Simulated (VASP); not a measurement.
# Mg3H2 (Pm-3m) in VASP: single point with PBE

Aim: the single point of Mg3H2 with PBE.

Everything below comes from runs of VASP 6.6.1. Logs are shortened: lines on timing, memory, paths and dates and some standing lists are left out, and cuts for length are marked.

## Step 1: The cell of the first run

Symmetry: Pm-3m, No. 221, cubic system. Conventional cell: a = 4.056 Å, b = 4.056 Å, c = 4.056 Å, α = 90.00°, β = 90.00°, γ = 90.00°. Mg (site symmetry 4/mmm) has 2 H at 2.03 Å within 2.7 Å. H (site symmetry m-3m) has 12 Mg at 2.87 Å and 8 H at 3.51 Å within 3.8 Å. H (site symmetry m-3m) has 6 Mg at 2.03 Å within 2.7 Å.

## Step 2: Single point, PBE

The input, INCAR:

```
SYSTEM = Mg3H2
  ALGO = Normal
  EDIFF = 1E-6
  ENCUT = 520
  GGA = PE
  ISIF = 2
  ISMEAR = 0
  LASPH = .TRUE.
  LCHARG = .TRUE.
  LELF = .TRUE.
  LREAL = .FALSE.
  LVHAR = .TRUE.
  LWAVE = .FALSE.
  NBANDS = 12
  NELM = 100
  PREC = Accurate
  SIGMA = 0.1
```

The input, KPOINTS:

```
k-points
0
G
  4 4 4
  0 0 0
```

The input, POSCAR:

```
Mg3H2
1.0
    4.0562464400      0.0000000000      0.0000000000
    0.0000000000      4.0562464400      0.0000000000
    0.0000000000      0.0000000000      4.0562464400
Mg H
3 2
Direct
    0.5000000000      0.0000000000      0.0000000000
    0.0000000000      0.5000000000      0.0000000000
    0.0000000000      0.0000000000      0.5000000000
    0.5000000000      0.5000000000      0.5000000000
    0.0000000000      0.0000000000      0.0000000000
```

Potentials or basis: VASP PAW PBE potentials, release 64 (Mg, H).

Launch:

```bash
$ cat potpaw_PBE.64/Mg/POTCAR potpaw_PBE.64/H/POTCAR > POTCAR
$ mpirun -np 1 vasp_std > vasp.out
```

OUTCAR:

```text
SYSTEM = Mg3H2
   EDIFF = 1E-6
   ENCUT = 520
   GGA = PE
   ISIF = 2
   ISMEAR = 0
   LASPH = .TRUE.
   LREAL = .FALSE.
   NELM = 100
   PREC = Accurate

 ion  position               nearest neighbor table
   1  0.500  0.000  0.000-   5 2.03   5 2.03   2 2.87   3 2.87   2 2.87   2 2.87   3 2.87   3 2.87
                             3 2.87   2 2.87
   2  0.000  0.500  0.000-   5 2.03   5 2.03   1 2.87   3 2.87   1 2.87   3 2.87   3 2.87   3 2.87
                             1 2.87   1 2.87
   3  0.000  0.000  0.500-   5 2.03   5 2.03   1 2.87   1 2.87   2 2.87   2 2.87   2 2.87   2 2.87
                             1 2.87   1 2.87
   4  0.500  0.500  0.500-
   5  0.000  0.000  0.000-   1 2.03   2 2.03   3 2.03   3 2.03   2 2.03   1 2.03

  LATTYP: Found a simple cubic cell.
 ALAT       =     4.0562464400

  Lattice vectors:

 A1 = (   4.0562464400,   0.0000000000,   0.0000000000)
 A2 = (   0.0000000000,   4.0562464400,   0.0000000000)
 A3 = (   0.0000000000,   0.0000000000,   4.0562464400)

Analysis of symmetry for initial positions (statically):
=====================================================================
 Subroutine PRICEL returns:
 Original cell was already a primitive cell.

 Routine SETGRP: Setting up the symmetry group for a
 simple cubic supercell.

 Subroutine GETGRP returns: Found 48 space group operations
 (whereof 48 operations were pure point group operations)
 out of a pool of 48 trial point group operations.

The static configuration has the point symmetry O_h .

Analysis of symmetry for dynamics (positions and initial velocities):
=====================================================================
 Subroutine PRICEL returns:
 Original cell was already a primitive cell.

 Routine SETGRP: Setting up the symmetry group for a
 simple cubic supercell.

 Subroutine GETGRP returns: Found 48 space group operations
 (whereof 48 operations were pure point group operations)
 out of a pool of 48 trial point group operations.

The dynamic configuration has the point symmetry O_h .

 Subroutine INISYM returns: Found 48 space group operations
 (whereof 48 operations are pure point group operations),
 and found     1 'primitive' translations

----------------------------------------------------------------------------------------

                                     Primitive cell

  volume of cell :      66.7380

  direct lattice vectors                    reciprocal lattice vectors
     4.056246440  0.000000000  0.000000000     0.246533344  0.000000000  0.000000000
     0.000000000  4.056246440  0.000000000     0.000000000  0.246533344  0.000000000
     0.000000000  0.000000000  4.056246440     0.000000000  0.000000000  0.246533344

  length of vectors
     4.056246440  4.056246440  4.056246440     0.246533344  0.246533344  0.246533344

  position of ions in fractional coordinates (direct lattice)
     0.500000000  0.000000000  0.000000000
     0.000000000  0.500000000  0.000000000
     0.000000000  0.000000000  0.500000000
     0.500000000  0.500000000  0.500000000
     0.000000000  0.000000000  0.000000000

  ion indices of the primitive-cell ions
   primitive index   ion index
                 1           1
                 2           2
                 3           3
                 4           4
                 5           5

----------------------------------------------------------------------------------------

 KPOINTS: k-points

Automatic generation of k-mesh.
 Grid dimensions read from file:
 generate k-points for:    4    4    4

 Generating k-lattice:

  Cartesian coordinates                     Fractional coordinates (reciprocal lattice)
     0.061633336  0.000000000  0.000000000     0.250000000  0.000000000  0.000000000
     0.000000000  0.061633336  0.000000000     0.000000000  0.250000000  0.000000000
     0.000000000  0.000000000  0.061633336     0.000000000  0.000000000  0.250000000

  Length of vectors
     0.061633336  0.061633336  0.061633336

  Shift w.r.t. Gamma in fractional coordinates (k-lattice)
     0.000000000  0.000000000  0.000000000

 Subroutine IBZKPT returns following result:
 ===========================================

 Found     10 irreducible k-points:

 Following reciprocal coordinates:
            Coordinates               Weight
  0.000000  0.000000  0.000000      1.000000
  0.250000  0.000000  0.000000      6.000000
  0.500000  0.000000  0.000000      3.000000
  0.250000  0.250000  0.000000     12.000000
  0.500000  0.250000  0.000000     12.000000
  0.500000  0.500000  0.000000      3.000000
  0.250000  0.250000  0.250000      8.000000
  0.500000  0.250000  0.250000     12.000000
  0.500000  0.500000  0.250000      6.000000
  0.500000  0.500000  0.500000      1.000000
   k-points           NKPTS =     10   k-points in BZ     NKDIM =     10   number of bands    NBANDS=     12
   number of dos      NEDOS =    301   number of ions     NIONS =      5
   total plane-waves  NPLWV =  27000
   dimension x,y,z NGX =    30 NGY =   30 NGZ =   30
   dimension x,y,z NGXF=    60 NGYF=   60 NGZF=   60
   ions per type =               3   2
   NGX,Y,Z   is equivalent  to a cutoff of  12.30, 12.30, 12.30 a.u.
   NGXF,Y,Z  is equivalent  to a cutoff of  24.59, 24.59, 24.59 a.u.
 SYSTEM =  Mg3H2
   PREC   = accura    normal or accurate (medium, high low for compatibility)
   ISTART =      0    job   : 0-new  1-cont  2-samecut
   ICHARG =      2    charge: 1-file 2-atom 10-const
   ISPIN  =      1    spin polarized calculation?
   LNONCOLLINEAR =      F non collinear calculations
   LSORBIT =      F    spin-orbit coupling
   LASPH  =      T    aspherical Exc in radial PAW
   ENCUT  =  520.0 eV  38.22 Ry    6.18 a.u.   7.54  7.54  7.54*2*pi/ulx,y,z
   NELM   =    100;   NELMIN=  2; NELMDL= -5     # of ELM steps
   EDIFF  = 0.1E-05   stopping-criterion for ELM
   LREAL  =      F    real-space projection
   EDIFFG = 0.1E-04   stopping-criterion for IOM
   NSW    =      0    number of steps for IOM
   IBRION =     -1    ionic relax: 0-MD 1-quasi-New 2-CG
   NFREE  =      0    steps in history (QN), initial steepest desc. (CG)
   ISIF   =      2    stress and relaxation
   ISYM   =      2    0-nonsym 1-usesym 2-fastsym
   POTIM  = 0.5000    time-step for ionic-motion
   TEBEG  =    0.0;   TEEND  =   0.0 temperature during run
   PSTRESS=    0.0 pullay stress
   NELECT =       8.0000    total number of electrons
   NUPDOWN=      -1.0000    fix difference up-down
   EMIN   =  10.00;   EMAX   =-10.00  energy-range for DOS
   EFERMI =   0.00;   METHOD = LEGACY
   ISMEAR =     0;   SIGMA  =   0.10  broadening in eV -4-tet -1-fermi 0-gaus
   EFERMI_NEDOS =   21; number of points for ismear=-14 and -15
   IALGO  =     38    algorithm
   IMIX   =      4    mixing-type and parameters
     AMIX     =   0.40;   BMIX     =  1.00
     AMIX_MAG =   1.60;   BMIX_MAG =  1.00
  volume/ion in A,a.u.               =      13.35        90.07
  Fermi-wavevector in a.u.,A,eV,Ry     =   0.807199  1.525385  8.865146  0.651570
  Thomas-Fermi vector in A             =   1.915773
   LORBIT       =      0    0 simple, 1 ext, 2 COOP (PROOUT), +10 PAW based schemes
   GGA     = PE    functional components
   LHFCALC =     F    Hartree Fock is set to
   AEXX    =    0.0000 exact exchange contribution
   IVDW    =     0    specifies the selected vdW correction
   LEPSILON=     F    determine dielectric tensor
   LRPA    =     F    only Hartree local field effects (RPA)
 non-spin polarized calculation
 Gauss-broadening in eV      SIGMA  =   0.10
  energy-cutoff  :      520.00
  volume of cell :       66.74
 maximum number of plane-waves:      1856
   NGX = 15   NGY = 15   NGZ = 15

 number of electron       7.9999997 magnetization

 Free energy of the ion-electron system (eV)
  ---------------------------------------------------
  ext. energy  EPLUGINS =         0.00000000
  ---------------------------------------------------
  free energy    TOTEN  =        -8.37679919 eV

  energy without entropy =       -8.36088397  energy(sigma->0) =       -8.36884158

 E-fermi :   3.4562     XC(G=0):  -9.0214

 val. band max:        3.4528622257   @ k =   0.2500   0.2500   0.2500
 cond. band min:       3.4835747111   @ k =   0.5000   0.5000   0.2500
 fundamental gap:      0.0307124855
 Fermi energy:         3.4562160548

 k-point     1 :       0.0000    0.0000    0.0000
  band No.  band energies     occupation
      1      -6.1573      2.00000
      2      -0.8213      2.00000
      3       3.6806      0.00151
      4       3.6806      0.00151
      5       3.6806      0.00151
      6       5.5187      0.00000
      7       5.5187      0.00000
      8       6.5598      0.00000
      9      11.1632      0.00000
     10      11.1632      0.00000
     11      11.1632      0.00000
     12      12.8464      0.00000

 k-point     2 :       0.2500    0.0000    0.0000
  band No.  band energies     occupation
      1      -5.7381      2.00000
      2      -1.5511      2.00000
      3       2.5786      2.00000
      4       4.1378      0.00000
      5       4.1378      0.00000
      6       5.4672      0.00000
      7       6.0112      0.00000
      8       8.3946      0.00000
      9       8.3946      0.00000
     10       8.6557      0.00000
     11      10.9111      0.00000
     12      11.6235      0.00000
[... 91 lines left out ...]
 k-point     9 :       0.5000    0.5000    0.2500
  band No.  band energies     occupation
      1      -4.1536      2.00000
      2      -0.6673      2.00000
      3       0.7615      2.00000
      4       0.7615      2.00000
      5       3.4836      0.69882
      6       4.1331      0.00000
      7       5.0398      0.00000
      8       5.0398      0.00000
      9      10.2638      0.00000
     10      11.8825      0.00000
     11      13.1385      0.00000
     12      13.1385      0.00000

 k-point    10 :       0.5000    0.5000    0.5000
  band No.  band energies     occupation
      1      -3.8699      2.00000
      2       0.0052      2.00000
      3       2.2547      2.00000
      4       2.2547      2.00000
      5       2.2547      2.00000
      6       2.5326      2.00000
      7       2.5326      2.00000
      8       2.5326      2.00000
      9      12.8895      0.00000
     10      13.5006      0.00000
     11      16.4203      0.00000
     12      16.4203      0.00000

------------------------ aborting loop because EDIFF is reached ----------------------------------------

  FORCE on cell =-STRESS in cart. coord.  units (eV):
  Direction    XX          YY          ZZ          XY          YZ          ZX
  --------------------------------------------------------------------------------------
  -------------------------------------------------------------------------------------
  Total        4.3290208      4.3290208      4.3290208     -0.0000000     -0.0000000      0.0000000
  in kB      103.9267289    103.9267289    103.9267289     -0.0000000     -0.0000000      0.0000000
  external PRESSURE =     103.9267289 kB  Pullay stress =       0.0000000 kB

 VOLUME and BASIS-vectors are now :
 -----------------------------------------------------------------------------
  energy-cutoff  :      520.00
  volume of cell :       66.74
      direct lattice vectors                 reciprocal lattice vectors
     4.056246440  0.000000000  0.000000000     0.246533344  0.000000000  0.000000000
     0.000000000  4.056246440  0.000000000     0.000000000  0.246533344  0.000000000
     0.000000000  0.000000000  4.056246440     0.000000000  0.000000000  0.246533344

 POSITION                                       TOTAL-FORCE (eV/Angst)
 -----------------------------------------------------------------------------------
      2.02812      0.00000      0.00000         0.000000      0.000000      0.000000
      0.00000      2.02812      0.00000         0.000000      0.000000      0.000000
      0.00000      0.00000      2.02812         0.000000      0.000000      0.000000
      2.02812      2.02812      2.02812         0.000000      0.000000      0.000000
      0.00000      0.00000      0.00000         0.000000      0.000000      0.000000
 -----------------------------------------------------------------------------------
    total drift:                               -0.000000      0.000000      0.000000

  FREE ENERGIE OF THE ION-ELECTRON SYSTEM (eV)
  ---------------------------------------------------
  free  energy   TOTEN  =        -8.3767991860 eV

  energy  without entropy=       -8.3608839700  energy(sigma->0) =       -8.36884158
```

It took 9.4 s on 1 thread of Intel Xeon 6975P-C (Granite Rapids), shared host; peak memory 0.16 GiB.

Results:

```yaml
Free_energy: -8.3768 eV
Pressure: 10.4 GPa
Band_gap_on_the_k_mesh: zero (band 4 reaches 4.18 eV, above the bottom of band 5 at 2.25 eV)
```

Caveat: the k points lie up to 0.39 Å⁻¹ apart.
